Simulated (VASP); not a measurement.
# CoO (P6_3/mmc) in VASP: notebook, part 2 of 2

VASP 6.6.1. The steps go on from the part before.

## (3) Single point, r2SCAN, collinear spin, antiferromagnetic start

File POSCAR:

```
CoO
1.0
    2.8917294399      0.0000000000      0.0000000000
   -1.4458647199      2.5043111559      0.0000000000
    0.0000000000      0.0000000000      5.1596397602
Co O
2 2
Direct
    0.0000000000      0.0000000000      0.0000000000
    0.0000000000      0.0000000000      0.5000000000
    0.3333333333      0.6666666667      0.2500000000
    0.6666666667      0.3333333333      0.7500000000
```

File INCAR.step1:

```
PREC     = Accurate       # precision mode
ENCUT    = 520            # plane-wave cutoff, eV
ISMEAR   = 0              # smearing method
SIGMA    = 0.1            # smearing width, eV
LREAL    = False          # projectors in reciprocal space
LASPH    = True           # aspherical terms in the spheres
NELM     = 150            # most SCF steps
ISPIN    = 2              # spin polarisation
MAGMOM   = 3 -3 0 0       # initial moments
LMAXMIX  = 4              # l up to which the mixer works
NBANDS   = 27             # bands
GGA      = PE             # functional
ALGO     = Normal         # electronic algorithm
EDIFF    = 1E-4           # SCF threshold, eV
LWAVE    = True           # write WAVECAR
LCHARG   = False          # write CHGCAR
```

File INCAR.step2:

```
PREC     = Accurate       # precision mode
ENCUT    = 520            # plane-wave cutoff, eV
EDIFF    = 1E-6           # SCF threshold, eV
ISMEAR   = 0              # smearing method
SIGMA    = 0.1            # smearing width, eV
LREAL    = False          # projectors in reciprocal space
LASPH    = True           # aspherical terms in the spheres
NELM     = 150            # most SCF steps
ALGO     = Normal         # electronic algorithm
ISIF     = 2              # what is computed and relaxed
LWAVE    = False          # write WAVECAR
LCHARG   = False          # write CHGCAR
ISPIN    = 2              # spin polarisation
MAGMOM   = 3 -3 0 0       # initial moments
LORBIT   = 11             # projections on sites
LMAXMIX  = 4              # l up to which the mixer works
METAGGA  = R2SCAN         # meta-GGA
LMIXTAU  = True         
NBANDS   = 27             # bands
ISTART   = 1
```

File KPOINTS:

```
regular mesh
0
Gamma
  18 18 8
```

Potentials or basis: VASP PAW PBE potentials, release 64 (Co, O).

Command:

```sh
$ cat potpaw_PBE.64/Co/POTCAR potpaw_PBE.64/O/POTCAR > POTCAR
$ cp INCAR.step1 INCAR
$ mpirun -np 1 vasp_std > vasp.out
$ cp INCAR.step2 INCAR
$ mpirun -np 1 vasp_std > vasp.out
```

OUTCAR:

```text
PREC = Accurate
   ENCUT = 520
   EDIFF = 1E-6
   ISMEAR = 0
   LREAL = False
   LASPH = True
   NELM = 150
   ISIF = 2
   ISPIN = 2
   LORBIT = 11
   METAGGA = R2SCAN
   ISTART = 1

 ion  position               nearest neighbor table
   1  0.000  0.000  0.000-   3 2.11   4 2.11   4 2.11   3 2.11   4 2.11   3 2.11   2 2.58   2 2.58

   2  0.000  0.000  0.500-   3 2.11   4 2.11   4 2.11   3 2.11   4 2.11   3 2.11   1 2.58   1 2.58

   3  0.333  0.667  0.250-   1 2.11   2 2.11   1 2.11   2 2.11   1 2.11   2 2.11
   4  0.667  0.333  0.750-   1 2.11   2 2.11   1 2.11   2 2.11   1 2.11   2 2.11

  LATTYP: Found a hexagonal cell.
 ALAT       =     2.8917294399
 C/A-ratio  =     1.7842747281

  Lattice vectors:

 A1 = (   2.8917294399,   0.0000000000,   0.0000000000)
 A2 = (  -1.4458647199,   2.5043111559,   0.0000000000)
 A3 = (   0.0000000000,   0.0000000000,   5.1596397602)

Analysis of symmetry for initial positions (statically):
=====================================================================
 Subroutine PRICEL returns:
 Original cell was already a primitive cell.

 Routine SETGRP: Setting up the symmetry group for a
 hexagonal supercell.

 Subroutine GETGRP returns: Found 24 space group operations
 (whereof 12 operations were pure point group operations)
 out of a pool of 24 trial point group operations.

The static configuration has the point symmetry D_3d.
 The point group associated with its full space group is D_6h.

Analysis of symmetry for dynamics (positions and initial velocities):
=====================================================================
 Subroutine PRICEL returns:
 Original cell was already a primitive cell.

 Routine SETGRP: Setting up the symmetry group for a
 hexagonal supercell.

 Subroutine GETGRP returns: Found 24 space group operations
 (whereof 12 operations were pure point group operations)
[... 166 lines left out ...]
  ---------------------------------------------------
  ext. energy  EPLUGINS =         0.00000000
  ---------------------------------------------------
  free energy    TOTEN  =       -42.52712786 eV

  energy without entropy =      -42.52701499  energy(sigma->0) =      -42.52707142

 E-fermi :   8.3023     XC(G=0): -13.2925

 val. band max:        8.1380853278   @ k =   0.5000   0.0000   0.0000
 cond. band min:       8.3866029848   @ k =   0.0000   0.0000   0.5000
 fundamental gap:      0.2485176570
 Fermi energy:         8.3022698956

 spin component 1

 k-point     1 :       0.0000    0.0000    0.0000
  band No.  band energies     occupation
      1     -13.1169      1.00000
      2     -12.0269      1.00000
      3      -0.3140      1.00000
      4       2.5055      1.00000
      5       2.5055      1.00000
      6       3.7571      1.00000
[... 709 lines left out ...]
     26      26.3779      0.00000
     27      28.1060      0.00000

 [... further k-points ...]

 spin component 2

 k-point     1 :       0.0000    0.0000    0.0000
  band No.  band energies     occupation
      1     -13.1169      1.00000
      2     -12.0269      1.00000
      3      -0.3140      1.00000
      4       2.5055      1.00000
      5       2.5055      1.00000
      6       3.7571      1.00000
[... 709 lines left out ...]
     26      26.3779      0.00000
     27      28.1060      0.00000

 [... further k-points ...]
[... 5 lines left out ...]
  --------------------------------------------------------------------------------------
  -------------------------------------------------------------------------------------
  Total        0.7606224      0.7606224     -0.4088035      0.0000000      0.0000000      0.0000000
  in kB       32.6147729     32.6147729    -17.5291093      0.0000000      0.0000000      0.0000000
  external PRESSURE =      15.9001455 kB  Pullay stress =       0.0000000 kB

 VOLUME and BASIS-vectors are now :
 -----------------------------------------------------------------------------
  energy-cutoff  :      520.00
  volume of cell :       37.37
      direct lattice vectors                 reciprocal lattice vectors
     2.891729440  0.000000000  0.000000000     0.345813819  0.199655701  0.000000000
    -1.445864720  2.504311156  0.000000000     0.000000000  0.399311403  0.000000000
     0.000000000  0.000000000  5.159639760     0.000000000  0.000000000  0.193811980

 POSITION                                       TOTAL-FORCE (eV/Angst)
 -----------------------------------------------------------------------------------
      0.00000      0.00000      0.00000        -0.000000      0.000000      0.000000
      0.00000      0.00000      2.57982        -0.000000      0.000000      0.000000
     -0.00000      1.66954      1.28991        -0.000000      0.000000     -0.000000
      1.44586      0.83477      3.86973         0.000000     -0.000000      0.000000
 -----------------------------------------------------------------------------------
    total drift:                               -0.000000      0.000000     -0.000000

  FREE ENERGIE OF THE ION-ELECTRON SYSTEM (eV)
  ---------------------------------------------------
  free  energy   TOTEN  =       -42.5271278573 eV

  energy  without entropy=      -42.5270149856  energy(sigma->0) =      -42.52707142

 total charge

# of ion       s       p       d       tot
------------------------------------------
    1        0.315   0.409   7.157   7.881
    2        0.315   0.409   7.157   7.881
    3        1.563   3.471   0.000   5.033
    4        1.563   3.471   0.000   5.033
--------------------------------------------------
tot          3.755   7.759  14.314  25.828

 magnetization (x)

# of ion       s       p       d       tot
------------------------------------------
    1        0.013   0.007   2.514   2.533
    2       -0.013  -0.007  -2.514  -2.533
    3        0.000   0.000   0.000   0.000
    4        0.000   0.000   0.000   0.000
--------------------------------------------------
tot         -0.000   0.000  -0.000  -0.000
```

OSZICAR.step1:

```text
N       E                     dE             d eps       ncg     rms          rms(c)
DAV:   1     0.241800697487E+03    0.24180E+03   -0.13564E+04 20532   0.137E+03
DAV:   2    -0.710751193287E+01   -0.24891E+03   -0.22250E+03 20716   0.319E+02
DAV:   3    -0.309977652024E+02   -0.23890E+02   -0.22567E+02 22069   0.111E+02
DAV:   4    -0.315121177614E+02   -0.51435E+00   -0.51240E+00 21864   0.165E+01
DAV:   5    -0.315294782902E+02   -0.17361E-01   -0.17357E-01 26361   0.286E+00    0.213E+01
DAV:   6    -0.291420640328E+02    0.23874E+01   -0.23011E+01 27056   0.826E+01    0.277E+01
DAV:   7    -0.265222536869E+02    0.26198E+01   -0.25197E+01 23118   0.736E+01    0.107E+01
DAV:   8    -0.264969838455E+02    0.25270E-01   -0.13223E+00 28209   0.123E+01    0.575E+00
DAV:   9    -0.264800196545E+02    0.16964E-01   -0.34449E-01 31217   0.109E+01    0.239E+00
DAV:  10    -0.264689194369E+02    0.11100E-01   -0.10058E-01 26047   0.497E+00    0.109E+00
DAV:  11    -0.264606780806E+02    0.82414E-02   -0.49315E-02 30156   0.331E+00    0.364E-01
DAV:  12    -0.264619059164E+02   -0.12278E-02   -0.10130E-02 23844   0.971E-01    0.243E-01
DAV:  13    -0.264614383511E+02    0.46757E-03   -0.51683E-04 24702   0.364E-01    0.129E-01
DAV:  14    -0.264612726386E+02    0.16571E-03   -0.48268E-04 13286   0.224E-01    0.502E-02
DAV:  15    -0.264612776972E+02   -0.50585E-05   -0.72996E-05 10837   0.118E-01
   1 F= -.26461278E+02 E0= -.26444207E+02  d E =-.341423E-01  mag=     0.0000
```

It took 30 min on 1 thread of Oxide Virtual Turin-like, shared host; peak memory 0.35 GiB.

Results:

- Free energy: -42.5271 eV
- Pressure: 1.6 GPa
- Band gap on the k mesh: 0.25 eV (least direct gap 1.00 eV)
- Net moment: 0.00 μB per cell
- Site moments: Co +2.53, -2.53; O +0.00 μB
- Valence electrons inside the program's atomic spheres: Co 7.88; O 5.03

Caveat: the PAW data sets were made with another functional, which shifts forces and pressure a little. A k mesh can miss the band edges.
